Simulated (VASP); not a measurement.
Runs of VASP 6.6.1 on MgO. The structure is that of space group P3m1 (No. 156), or close to it. The cells are those of the table. 

```tsv
cell	gap on the mesh (eV)	pressure (GPa)	largest force (eV/Å)
a = 3.020, b = 3.020, c = 15.293 Å, angles 90.0, 90.0, 60.0°, 12 atoms	1.72	-8.6	2.85
a = 3.020, b = 3.020, c = 15.543 Å, angles 90.0, 90.0, 60.0°, 12 atoms	0.45	-8.6	3.18
a = 3.020, b = 3.020, c = 14.493 Å, angles 90.0, 90.0, 60.0°, 12 atoms	3.63	(a)	3.23
a = 3.020, b = 3.020, c = 16.793 Å, angles 90.0, 90.0, 60.0°, 12 atoms	none	-5.7	1.53
a = 3.020, b = 3.020, c = 16.293 Å, angles 90.0, 90.0, 60.0°, 12 atoms	none	-6.5	1.77
a = 3.020, b = 3.020, c = 17.793 Å, angles 90.0, 90.0, 60.0°, 12 atoms	none	-5.0	1.16
a = 3.020, b = 3.020, c = 19.293 Å, angles 90.0, 90.0, 60.0°, 12 atoms	none	-4.5	1.10
a = 3.020, b = 3.020, c = 20.793 Å, angles 90.0, 90.0, 60.0°, 12 atoms	none	(b)	1.12
```

Alike in all rows: task single point; level PBEsol; potentials or basis VASP PAW PBE potentials, release 64 (Mg, O); no spin polarisation; k mesh 9 × 9 × 2; cutoff (eV) 520; smearing gaussian 0.05 eV.

Q: Estimate the missing entries.

A: (a) -2.5; (b) -4.2.

Caveats: the PAW data sets were made with another functional, which shifts forces and pressure a little; the cell stands under tension (at least some runs); semilocal functionals underestimate gaps, and a narrow one can read as zero (at least some runs).

A k mesh can miss the band edges.

A gap of «none» marks levels without a gap at the run's occupations.
